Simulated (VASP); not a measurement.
A run of VASP 6.6.1 is set up as follows.

The input INCAR:

```
SYSTEM = InP
  ALGO = Normal
  EDIFF = 1E-7
  ENCUT = 520
  ISIF = 2
  ISMEAR = -1
  LASPH = .TRUE.
  LCHARG = .FALSE.
  LREAL = .FALSE.
  LWAVE = .FALSE.
  NBANDS = 16
  NELM = 100
  PREC = Accurate
  SIGMA = 0.05
```

The input KPOINTS:

```
k-points
0
G
  14 14 14
  0 0 0
```

POSCAR

```
InP
1.0
    0.0000000000      2.6530359768      2.6530359768
    2.6530359768      0.0000000000      2.6530359768
    2.6530359768      2.6530359768      0.0000000000
In P
1 1
Direct
    0.0000000000      0.0000000000      0.0000000000
    0.5000000000      0.5000000000      0.5000000000
```

Potentials or basis: VASP PAW LDA potentials, release 64 (In_d, P).

Launch:

```console
$ cat potpaw_LDA.64/In_d/POTCAR potpaw_LDA.64/P/POTCAR > POTCAR
$ mpirun -np 1 vasp_std > vasp.out
```

Question: Estimate the band gap on the k mesh.

Answer: Zero (bands 9 and 10 overlap by 2.88 eV).

Question: What does it give for the pressure?

Answer: 6.5 GPa.

Caveat: the cell stands under pressure; spin-orbit coupling is left out, which moves the levels of the heavy elements.
